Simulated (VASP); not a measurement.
# ZrC (Fm-3m) in VASP: notebook, part 2 of 2

VASP 6.6.1. Earlier steps stand in the parts before.

## Step 4: Single point, r2SCAN (12.81 Å³/atom)

This run uses another cell than the first one, of 12.81 Å³/atom.

The input, POSCAR:

```
ZrC
1.0
    0.0000000000      2.3400634008      2.3400634008
    2.3400634008      0.0000000000      2.3400634008
    2.3400634008      2.3400634008      0.0000000000
Zr C
1 1
Direct
    0.5000000000      0.5000000000      0.5000000000
    0.0000000000      0.0000000000      0.0000000000
```

The input, INCAR.step1:

```
SYSTEM = ZrC
ALGO = Normal ; EDIFF = 1E-5
ENCUT = 660 ; GGA = PE
GGA_COMPAT = .FALSE. ; ISMEAR = 0
LASPH = .TRUE. ; LCHARG = .FALSE.
LREAL = .FALSE. ; LWAVE = .TRUE.
NBANDS = 15 ; NELM = 120
PREC = Accurate ; SIGMA = 0.05
```

The input, INCAR.step2:

```
SYSTEM = ZrC
ALGO = Normal ; EDIFF = 1E-6
ENCUT = 660 ; GGA_COMPAT = .FALSE.
ISIF = 2 ; ISMEAR = 0
ISTART = 1 ; LASPH = .TRUE.
LCHARG = .FALSE. ; LMIXTAU = .TRUE.
LREAL = .FALSE. ; LWAVE = .FALSE.
METAGGA = R2SCAN ; NBANDS = 15
NELM = 120 ; PREC = Accurate
SIGMA = 0.05
```

The input, KPOINTS:

```
k-points
0
G
  12 12 12
  0 0 0
```

Potentials or basis: VASP PAW PBE potentials, release 64 (Zr_sv, C).

The run is started by

```console
cat potpaw_PBE.64/Zr_sv/POTCAR potpaw_PBE.64/C/POTCAR > POTCAR
cp INCAR.step1 INCAR
mpirun -np 1 vasp_std > vasp.out
cp INCAR.step2 INCAR
mpirun -np 1 vasp_std > vasp.out
```

OUTCAR:

```text
SYSTEM = ZrC
   EDIFF = 1E-6
   ENCUT = 660
   ISIF = 2
   ISMEAR = 0
   ISTART = 1
   LASPH = .TRUE.
   LREAL = .FALSE.
   METAGGA = R2SCAN
   NELM = 120
   PREC = Accurate

 ion  position               nearest neighbor table
   1  0.500  0.500  0.500-   2 2.34   2 2.34   2 2.34   2 2.34   2 2.34   2 2.34
   2  0.000  0.000  0.000-   1 2.34   1 2.34   1 2.34   1 2.34   1 2.34   1 2.34

  LATTYP: Found a face centered cubic cell.
 ALAT       =     4.6801268016

  Lattice vectors:

 A1 = (   0.0000000000,   2.3400634008,   2.3400634008)
 A2 = (   2.3400634008,   0.0000000000,   2.3400634008)
 A3 = (   2.3400634008,   2.3400634008,   0.0000000000)

Analysis of symmetry for initial positions (statically):
=====================================================================
 Subroutine PRICEL returns:
 Original cell was already a primitive cell.

 Routine SETGRP: Setting up the symmetry group for a
 face centered cubic supercell.

 Subroutine GETGRP returns: Found 48 space group operations
 (whereof 48 operations were pure point group operations)
 out of a pool of 48 trial point group operations.

The static configuration has the point symmetry O_h .

Analysis of symmetry for dynamics (positions and initial velocities):
[... 169 lines left out ...]
      2     -16.9693      2.00000
      3     -16.9693      2.00000
      4     -16.9693      2.00000
      5      -2.2857      2.00000
      6      10.7255      0.00000
      7      10.7255      0.00000
      8      10.7255      0.00000
      9      11.1173      0.00000
     10      11.1173      0.00000
     11      11.1173      0.00000
     12      12.8018      0.00000
     13      12.8018      0.00000
     14      17.9014      0.00000
[... 401 lines left out ...]
      2     -17.8027      2.00000
      3     -17.2174      2.00000
      4     -17.0832      2.00000
      5       0.4112      2.00000
      6       4.9345      2.00000
      7       6.9460      2.00000
      8       7.0368      2.00000
      9      13.8229      0.00000
     10      14.4228      0.00000
     11      15.0605      0.00000
     12      18.3508      0.00000
     13      19.8189      0.00000
     14      20.1314      0.00000
     15      24.0540      0.00000

 [... further k-points ...]
[... 5 lines left out ...]
  --------------------------------------------------------------------------------------
  -------------------------------------------------------------------------------------
  Total        0.7938528      0.7938528      0.7938528      0.0000000      0.0000000      0.0000000
  in kB       49.6292510     49.6292510     49.6292510      0.0000000      0.0000000      0.0000000
  external PRESSURE =      49.6292510 kB  Pullay stress =       0.0000000 kB

 VOLUME and BASIS-vectors are now :
 -----------------------------------------------------------------------------
  energy-cutoff  :      660.00
  volume of cell :       25.63
      direct lattice vectors                 reciprocal lattice vectors
     0.000000000  2.340063401  2.340063401    -0.213669424  0.213669424  0.213669424
     2.340063401  0.000000000  2.340063401     0.213669424 -0.213669424  0.213669424
     2.340063401  2.340063401  0.000000000     0.213669424  0.213669424 -0.213669424

 POSITION                                       TOTAL-FORCE (eV/Angst)
 -----------------------------------------------------------------------------------
      2.34006      2.34006      2.34006        -0.000000      0.000000      0.000000
      0.00000      0.00000      0.00000         0.000000     -0.000000     -0.000000
 -----------------------------------------------------------------------------------
    total drift:                                0.000000      0.000000      0.000000

  FREE ENERGIE OF THE ION-ELECTRON SYSTEM (eV)
  ---------------------------------------------------
  free  energy   TOTEN  =       -34.7162879725 eV

  energy  without entropy=      -34.7157696238  energy(sigma->0) =      -34.71602880
```

OSZICAR.step1:

```text
N       E                     dE             d eps       ncg     rms          rms(c)
DAV:   1     0.117621510103E+03    0.11762E+03   -0.98189E+03  2160   0.129E+03
DAV:   2    -0.160067203201E+02   -0.13363E+03   -0.12476E+03  2762   0.319E+02
DAV:   3    -0.227326614620E+02   -0.67259E+01   -0.66753E+01  3482   0.611E+01
DAV:   4    -0.229061325313E+02   -0.17347E+00   -0.17334E+00  2680   0.679E+00
DAV:   5    -0.229085183479E+02   -0.23858E-02   -0.23858E-02  2831   0.627E-01    0.209E+01
DAV:   6    -0.195597655441E+02    0.33488E+01   -0.63094E+00  2502   0.228E+01    0.728E+00
DAV:   7    -0.194691962396E+02    0.90569E-01   -0.63934E-01  2492   0.594E+00    0.635E+00
DAV:   8    -0.194936834975E+02   -0.24487E-01   -0.33016E-01  2582   0.451E+00    0.527E+00
DAV:   9    -0.194570045008E+02    0.36679E-01   -0.59376E-02  2370   0.179E+00    0.104E+00
DAV:  10    -0.194555929865E+02    0.14115E-02   -0.69307E-03  2762   0.671E-01    0.928E-02
DAV:  11    -0.194555889496E+02    0.40369E-05   -0.19000E-04  2440   0.130E-01    0.549E-02
DAV:  12    -0.194555821049E+02    0.68447E-05   -0.37613E-06  1668   0.178E-02
   1 F= -.19455582E+02 E0= -.19455175E+02  d E =-.814966E-03
```

It took 70 s on 1 thread of Intel Xeon 6975P-C (Granite Rapids), shared host; peak memory 0.19 GiB.

Results:

| Quantity | Value |
| --- | --- |
| Free energy | -34.7163 eV |
| Pressure | 5.0 GPa |
| Band gap on the k mesh | zero (bands 8 and 9 overlap by 1.33 eV) |

Caveat: the cell stands under pressure; the PAW data sets were made with another functional, which shifts forces and pressure a little.

## Step 5: Single point, r2SCAN

This run uses another cell than the first one, of 13.02 Å³/atom.

The input, POSCAR:

```
ZrC
1.0
    0.0000000000      2.3525582226      2.3525582226
    2.3525582226      0.0000000000      2.3525582226
    2.3525582226      2.3525582226      0.0000000000
Zr C
1 1
Direct
    0.5000000000      0.5000000000      0.5000000000
    0.0000000000      0.0000000000      0.0000000000
```

The input, INCAR.step1:

```
PREC     = Accurate       # precision mode
ENCUT    = 660            # plane-wave cutoff, eV
ISMEAR   = 0              # smearing method
SIGMA    = 0.05           # smearing width, eV
LREAL    = F              # projectors in reciprocal space
LASPH    = T              # aspherical terms in the spheres
NELM     = 120            # most SCF steps
NBANDS   = 15             # bands
GGA      = PE             # functional
ALGO     = Normal         # electronic algorithm
EDIFF    = 1E-5           # SCF threshold, eV
LWAVE    = T              # write WAVECAR
LCHARG   = F              # write CHGCAR
GGA_COMPAT= F
```

The input, INCAR.step2:

```
PREC     = Accurate       # precision mode
ENCUT    = 660            # plane-wave cutoff, eV
EDIFF    = 1E-6           # SCF threshold, eV
ISMEAR   = 0              # smearing method
SIGMA    = 0.05           # smearing width, eV
LREAL    = F              # projectors in reciprocal space
LASPH    = T              # aspherical terms in the spheres
NELM     = 120            # most SCF steps
ALGO     = Normal         # electronic algorithm
ISIF     = 2              # what is computed and relaxed
LWAVE    = F              # write WAVECAR
LCHARG   = F              # write CHGCAR
METAGGA  = R2SCAN         # meta-GGA
LMIXTAU  = T            
NBANDS   = 15             # bands
ISTART   = 1            
GGA_COMPAT= F
```

The input, KPOINTS:

```
regular mesh
0
Gamma
  12 12 12
```

Potentials or basis: VASP PAW PBE potentials, release 64 (Zr_sv, C).

The run is started by

```console
cat potpaw_PBE.64/Zr_sv/POTCAR potpaw_PBE.64/C/POTCAR > POTCAR
cp INCAR.step1 INCAR
mpirun -np 1 vasp_std > vasp.out
cp INCAR.step2 INCAR
mpirun -np 1 vasp_std > vasp.out
```

OUTCAR:

```text
PREC = Accurate
   ENCUT = 660
   EDIFF = 1E-6
   ISMEAR = 0
   LREAL = F
   LASPH = T
   NELM = 120
   ISIF = 2
   METAGGA = R2SCAN
   ISTART = 1

 ion  position               nearest neighbor table
   1  0.500  0.500  0.500-   2 2.35   2 2.35   2 2.35   2 2.35   2 2.35   2 2.35
   2  0.000  0.000  0.000-   1 2.35   1 2.35   1 2.35   1 2.35   1 2.35   1 2.35

  LATTYP: Found a face centered cubic cell.
 ALAT       =     4.7051164452

  Lattice vectors:

 A1 = (   0.0000000000,   2.3525582226,   2.3525582226)
 A2 = (   2.3525582226,   0.0000000000,   2.3525582226)
 A3 = (   2.3525582226,   2.3525582226,   0.0000000000)

Analysis of symmetry for initial positions (statically):
=====================================================================
 Subroutine PRICEL returns:
 Original cell was already a primitive cell.

 Routine SETGRP: Setting up the symmetry group for a
 face centered cubic supercell.

 Subroutine GETGRP returns: Found 48 space group operations
 (whereof 48 operations were pure point group operations)
 out of a pool of 48 trial point group operations.

The static configuration has the point symmetry O_h .

Analysis of symmetry for dynamics (positions and initial velocities):
=====================================================================
 Subroutine PRICEL returns:
 Original cell was already a primitive cell.

 Routine SETGRP: Setting up the symmetry group for a
 face centered cubic supercell.

 Subroutine GETGRP returns: Found 48 space group operations
 (whereof 48 operations were pure point group operations)
 out of a pool of 48 trial point group operations.

The dynamic configuration has the point symmetry O_h .

 Subroutine INISYM returns: Found 48 space group operations
 (whereof 48 operations are pure point group operations),
 and found     1 'primitive' translations

----------------------------------------------------------------------------------------

                                     Primitive cell

[... 119 lines left out ...]
   LEPSILON=     F    determine dielectric tensor
   LRPA    =     F    only Hartree local field effects (RPA)
 non-spin polarized calculation
 Gauss-broadening in eV      SIGMA  =   0.05
  energy-cutoff  :      660.00
  volume of cell :       26.04
 maximum number of plane-waves:      1018
   NGX = 13   NGY = 13   NGZ = 13

 number of electron      16.0000000 magnetization

 Free energy of the ion-electron system (eV)
  ---------------------------------------------------
  ext. energy  EPLUGINS =         0.00000000
  ---------------------------------------------------
  free energy    TOTEN  =       -34.72442530 eV

  energy without entropy =      -34.72389266  energy(sigma->0) =      -34.72415898

 E-fermi :   9.7176     XC(G=0): -12.9255

 val. band max:        9.6160459190   @ k =   0.5000   0.5000   0.0000
 cond. band min:       9.7351769230   @ k =   0.0833   0.0000   0.0000
 fundamental gap:      0.1191310041
 Fermi energy:         9.7176407580

 k-point     1 :       0.0000    0.0000    0.0000
  band No.  band energies     occupation
      1     -40.2251      2.00000
      2     -17.2287      2.00000
      3     -17.2287      2.00000
      4     -17.2287      2.00000
      5      -2.4131      2.00000
      6      10.5372      0.00000
      7      10.5372      0.00000
      8      10.5372      0.00000
      9      10.9259      0.00000
     10      10.9259      0.00000
     11      10.9259      0.00000
     12      12.5690      0.00000
     13      12.5690      0.00000
     14      17.5277      0.00000
[... 401 lines left out ...]
      2     -18.0148      2.00000
      3     -17.4632      2.00000
      4     -17.3369      2.00000
      5       0.2294      2.00000
      6       4.8021      2.00000
      7       6.8093      2.00000
      8       6.8809      2.00000
      9      13.5780      0.00000
     10      14.1588      0.00000
     11      14.7894      0.00000
     12      18.0118      0.00000
     13      19.4935      0.00000
     14      19.7572      0.00000
     15      23.7036      0.00000

 [... further k-points ...]

------------------------ aborting loop because EDIFF is reached ----------------------------------------

  FORCE on cell =-STRESS in cart. coord.  units (eV):
  Direction    XX          YY          ZZ          XY          YZ          ZX
  --------------------------------------------------------------------------------------
  -------------------------------------------------------------------------------------
  Total        0.1773489      0.1773489      0.1773489      0.0000000     -0.0000000      0.0000000
  in kB       10.9115904     10.9115904     10.9115904      0.0000000     -0.0000000      0.0000000
  external PRESSURE =      10.9115904 kB  Pullay stress =       0.0000000 kB

 VOLUME and BASIS-vectors are now :
 -----------------------------------------------------------------------------
  energy-cutoff  :      660.00
  volume of cell :       26.04
      direct lattice vectors                 reciprocal lattice vectors
     0.000000000  2.352558223  2.352558223    -0.212534591  0.212534591  0.212534591
     2.352558223  0.000000000  2.352558223     0.212534591 -0.212534591  0.212534591
     2.352558223  2.352558223  0.000000000     0.212534591  0.212534591 -0.212534591

 POSITION                                       TOTAL-FORCE (eV/Angst)
 -----------------------------------------------------------------------------------
      2.35256      2.35256      2.35256        -0.000000     -0.000000     -0.000000
      0.00000      0.00000      0.00000         0.000000      0.000000      0.000000
 -----------------------------------------------------------------------------------
    total drift:                                0.000000      0.000000      0.000000

  FREE ENERGIE OF THE ION-ELECTRON SYSTEM (eV)
  ---------------------------------------------------
  free  energy   TOTEN  =       -34.7244252997 eV

  energy  without entropy=      -34.7238926635  energy(sigma->0) =      -34.72415898
```

OSZICAR.step1:

```text
N       E                     dE             d eps       ncg     rms          rms(c)
DAV:   1     0.117625781118E+03    0.11763E+03   -0.99034E+03  2160   0.130E+03
DAV:   2    -0.158579429664E+02   -0.13348E+03   -0.12429E+03  2755   0.316E+02
DAV:   3    -0.227456153893E+02   -0.68877E+01   -0.68345E+01  3553   0.618E+01
DAV:   4    -0.229343082475E+02   -0.18869E+00   -0.18839E+00  2608   0.694E+00
DAV:   5    -0.229375240166E+02   -0.32158E-02   -0.32156E-02  2842   0.709E-01    0.203E+01
DAV:   6    -0.195769734492E+02    0.33606E+01   -0.64072E+00  2529   0.228E+01    0.701E+00
DAV:   7    -0.194777437592E+02    0.99230E-01   -0.65720E-01  2471   0.599E+00    0.612E+00
DAV:   8    -0.195019828419E+02   -0.24239E-01   -0.34632E-01  2552   0.461E+00    0.515E+00
DAV:   9    -0.194636215497E+02    0.38361E-01   -0.67131E-02  2328   0.190E+00    0.895E-01
DAV:  10    -0.194626148147E+02    0.10067E-02   -0.63734E-03  2839   0.657E-01    0.120E-01
DAV:  11    -0.194626044075E+02    0.10407E-04   -0.20684E-04  2391   0.137E-01    0.526E-02
DAV:  12    -0.194625977720E+02    0.66355E-05   -0.40769E-06  1683   0.183E-02
   1 F= -.19462598E+02 E0= -.19462232E+02  d E =-.731236E-03
```

Wall time 71 s (1 thread of Intel Xeon 6975P-C (Granite Rapids), shared host); peak memory 0.19 GiB.

Results:

```
Free energy            : -34.7244 eV
Pressure               : 1.1 GPa
Band gap on the k mesh : zero (bands 8 and 9 overlap by 1.33 eV)
```

Caveat: the PAW data sets were made with another functional, which shifts forces and pressure a little.

## Step 6: Single point, r2SCAN (13.11 Å³/atom)

This run uses another cell than the first one, of 13.11 Å³/atom.

The input, POSCAR:

```
ZrC
1.0
    0.0000000000      2.3576814038      2.3576814038
    2.3576814038      0.0000000000      2.3576814038
    2.3576814038      2.3576814038      0.0000000000
Zr C
1 1
Direct
    0.5000000000      0.5000000000      0.5000000000
    0.0000000000      0.0000000000      0.0000000000
```

The input, INCAR.step1:

```
SYSTEM = ZrC
PREC = Accurate
ENCUT = 660
ISMEAR = 0
SIGMA = 0.05
LREAL = .FALSE.
LASPH = .TRUE.
NELM = 120
NBANDS = 15
GGA = PE
ALGO = Normal
EDIFF = 1E-5
LWAVE = .TRUE.
LCHARG = .FALSE.
GGA_COMPAT = .FALSE.
```

The input, INCAR.step2:

```
SYSTEM = ZrC
PREC = Accurate
ENCUT = 660
EDIFF = 1E-6
ISMEAR = 0
SIGMA = 0.05
LREAL = .FALSE.
LASPH = .TRUE.
NELM = 120
ALGO = Normal
ISIF = 2
LWAVE = .FALSE.
LCHARG = .FALSE.
METAGGA = R2SCAN
LMIXTAU = .TRUE.
NBANDS = 15
ISTART = 1
GGA_COMPAT = .FALSE.
```

The input, KPOINTS:

```
Automatic mesh
0
G
  12 12 12
  0 0 0
```

Potentials or basis: VASP PAW PBE potentials, release 64 (Zr_sv, C).

The run is started by

```console
cat potpaw_PBE.64/Zr_sv/POTCAR potpaw_PBE.64/C/POTCAR > POTCAR
cp INCAR.step1 INCAR
mpirun -np 1 vasp_std > vasp.out
cp INCAR.step2 INCAR
mpirun -np 1 vasp_std > vasp.out
```

Wall time 71 s (1 thread of Intel Xeon 6975P-C (Granite Rapids), shared host); peak memory 0.19 GiB.

Results (log left out):

* Free energy: -34.7249 eV
* Pressure: -0.4 GPa
* Band gap on the k mesh: zero (bands 8 and 9 overlap by 1.32 eV)

Levels at points of the mesh, in eV from the Fermi level:
```tsv
k point	band 5	band 6	band 7	band 8	band 9	band 10	band 11	band 12
(0.00, 0.00, 0.00)	-12.11	0.82	0.82	0.82	1.20	1.20	1.20	2.83
(0.50, 0.00, 0.00)	-9.05	-5.54	-3.18	-3.18	4.65	4.65	5.55	6.83
(0.50, 0.50, 0.00)	-10.97	-2.33	-1.71	-0.11	-0.11	4.46	5.81	5.81
```

Caveat: the PAW data sets were made with another functional, which shifts forces and pressure a little.

## Step 7: Summary

| level | potentials or basis | cell | cutoff (eV) | gap on the mesh (eV) | pressure (GPa) |
| --- | --- | --- | --- | --- | --- |
| LDA | VASP PAW LDA potentials, release 64 (Zr_sv, C) | a = 3.332 Å, angles 60.0°, 2 atoms | 600 | none | -9.6 |
| r2SCAN | VASP PAW PBE potentials, release 64 (Zr_sv, C) | a = 3.287 Å, angles 60.0°, 2 atoms | 660 | none | 10.3 |
| r2SCAN | VASP PAW PBE potentials, release 64 (Zr_sv, C) | a = 3.309 Å, angles 60.0°, 2 atoms | 660 | none | 5.0 |
| r2SCAN | VASP PAW PBE potentials, release 64 (Zr_sv, C) | a = 3.327 Å, angles 60.0°, 2 atoms | 660 | none | 1.1 |
| r2SCAN | VASP PAW PBE potentials, release 64 (Zr_sv, C) | a = 3.334 Å, angles 60.0°, 2 atoms | 660 | none | -0.4 |

Alike in all rows: task single point; no spin polarisation; k mesh 12 × 12 × 12; smearing gaussian 0.05 eV.

Caveats: the PAW data sets were made with another functional, which shifts forces and pressure a little (at least some runs); the cell stands under pressure (at least some runs); the cell stands under tension (at least some runs).

Total energies depend on the potentials used, so only differences within one code and one set of settings carry meaning.
